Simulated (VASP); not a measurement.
The system is Cl.

```xyz
8
Lattice="2.1701 -4.5659 -0.0229 6.4519 4.5383 -0.0895 -0.1113 -0.0097 8.6496" Properties=species:S:1:pos:R:3 pbc="T T T"
Cl    2.1139   -0.9676   -0.1762
Cl    2.1051   -1.1230    4.2602
Cl    6.4717   -0.9394   -0.1069
Cl    6.4057   -1.1122    4.3703
Cl    2.1490    0.9382   -0.0095
Cl    2.0212    1.2676    4.3312
Cl    6.5703    0.9321   -0.2005
Cl    6.4285    0.8743    4.3808
```

| Property | Result |
| --- | --- |
| Program | VASP 6.6.1 |
| Task | relaxation of cell and atoms |
| Functional | PBE |
| Potentials or basis | VASP PAW PBE potentials, release 64 (Cl) |
| Cutoff | 600 eV |
| k mesh | 4 × 2 × 2 |
| Occupations | gaussian, width 0.1 eV |
| Spin | no spin polarisation |

At the start: pressure 0.7 GPa; volume 42.49 Å³/atom.

Q: How do energy, volume and symmetry change on relaxing?

A: Over 44 steps the energy falls by 110.5 meV/atom and the volume is 44.38 Å³/atom (+4.4 %); space group P1 (No. 1, to 0.1 Å) before and after.

The path:
```tsv
step	energy change (eV)	largest force (eV/Å)	pressure (GPa)	volume (Å³)
1	0.0000	2.9491	0.70	339.93
3	-0.3409	2.1442	-1.27	344.04
5	-0.7895	1.0746	0.00	334.47
7	-0.8493	0.2947	0.29	333.85
9	-0.8562	0.2094	0.04	335.76
11	-0.8604	0.1711	0.18	337.35
13	-0.8721	0.1769	0.08	344.29
15	-0.8793	0.0955	-0.01	357.91
17	-0.8796	0.0320	-0.02	358.29
19	-0.8798	0.0529	-0.01	357.69
21	-0.8800	0.0878	0.03	356.77
23	-0.8807	0.0516	0.01	355.52
25	-0.8810	0.0674	0.00	354.35
27	-0.8813	0.0438	0.02	353.15
29	-0.8814	0.0325	0.02	353.28
31	-0.8816	0.0433	0.02	353.18
33	-0.8822	0.0583	0.01	353.31
35	-0.8827	0.0704	0.01	353.51
37	-0.8834	0.0637	0.05	353.77
39	-0.8836	0.0639	0.00	354.31
41	-0.8839	0.0439	0.00	354.73
43	-0.8841	0.0265	0.03	354.86
44	-0.8842	0.0211	0.02	355.02
```

Final structure:
```yaml
crystal:
  lattice:
    - [2.21997, -4.62868, -0.04956]
    - [6.53942, 4.57023, -0.06983]
    - [-0.11796, 0.03781, 8.78609]
  atoms:
    - { symbol: Cl, position: [0.41233, 0.19605, 0.98784] }
    - { symbol: Cl, position: [0.40297, 0.19022, 0.49287] }
    - { symbol: Cl, position: [0.91484, 0.69988, 0.99791] }
    - { symbol: Cl, position: [0.91567, 0.69265, 0.51066] }
    - { symbol: Cl, position: [0.08705, 0.30373, 0.00038] }
    - { symbol: Cl, position: [0.08430, 0.30463, 0.50318] }
    - { symbol: Cl, position: [0.58927, 0.80824, 0.99652] }
    - { symbol: Cl, position: [0.59358, 0.80460, 0.51064] }
```

Caveat: this functional lacks dispersion, which holds the molecules together, so the pressure and a relaxed volume are unreliable.
